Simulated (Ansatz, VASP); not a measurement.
One calculation of Nb, two programs

File POSCAR:

```
Nb
1.0
   -1.6527822138      1.6527822138      1.6527822138
    1.6527822138     -1.6527822138      1.6527822138
    1.6527822138      1.6527822138     -1.6527822138
Nb
1
Direct
    0.0000000000      0.0000000000      0.0000000000
```

INCAR.step1

```
SYSTEM = Nb
ALGO = Normal
EDIFF = 1E-5
ENCUT = 550
GGA = PE
GGA_COMPAT = .False.
ISMEAR = -1
LASPH = .True.
LCHARG = .False.
LREAL = .False.
LWAVE = .True.
NBANDS = 12
NELM = 120
PREC = Accurate
SIGMA = 0.05
```

Contents of INCAR.step2:

```
SYSTEM = Nb
ALGO = Normal
EDIFF = 1E-6
ENCUT = 550
GGA_COMPAT = .False.
ISIF = 2
ISMEAR = -1
ISTART = 1
LASPH = .True.
LCHARG = .True.
LELF = .True.
LMIXTAU = .True.
LREAL = .False.
LVHAR = .True.
LWAVE = .False.
METAGGA = R2SCAN
NBANDS = 12
NELM = 120
PREC = Accurate
SIGMA = 0.05
```

Contents of KPOINTS:

```
k-points
0
Gamma
  11 11 11
  0 0 0
```

input.yaml

```yaml
crystal:
  lattice:
    - [-1.6527822138, 1.6527822138, 1.6527822138]
    - [1.6527822138, -1.6527822138, 1.6527822138]
    - [1.6527822138, 1.6527822138, -1.6527822138]
  atoms:
    - { symbol: Nb, position: [0.0, 0.0, 0.0] }
hamiltonian:
  xc: r2scan
  pseudopotentials: { kind: paw }
kpoints:
  mp_grid: { grid: [11, 11, 11] }
scf:
  occupations: { method: fermi_dirac, width: 0.05 }
output:
  forces: true
  stress: true
  eigenvalues: true
  write_density: true
  write_potential: true
  elf: true
  volumetric_format: npy
```

Alike in both runs: task single point; functional r2SCAN; k mesh 11 × 11 × 11; occupations fermi-dirac, width 0.05 eV; no spin polarisation.

|  | VASP | Ansatz |
| --- | --- | --- |
| version | VASP 6.6.1 | Ansatz 0.2.0 |
| potentials or method | VASP PAW PBE potentials, release 64 (Nb_sv) | Ansatz PAW |
| plane-wave cutoff (eV) | 550 | 500 |
| valence electrons in the cell | 13 | 13 |

Ansatz gave:

| Item | Value |
| --- | --- |
| gap on the k mesh at the Fermi level (eV) | none |
| pressure (GPa) | 0.3 |

Task: What did VASP give for the same quantities?

Result: gap on the k mesh at the Fermi level (eV): none; pressure (GPa): 0.2.

VASP's potentials were made for PBE, not for r2SCAN. A gap of «none» marks a metal or a gap that the smearing closes. With one functional, cell and mesh, what is left measures potentials, basis and numerics.
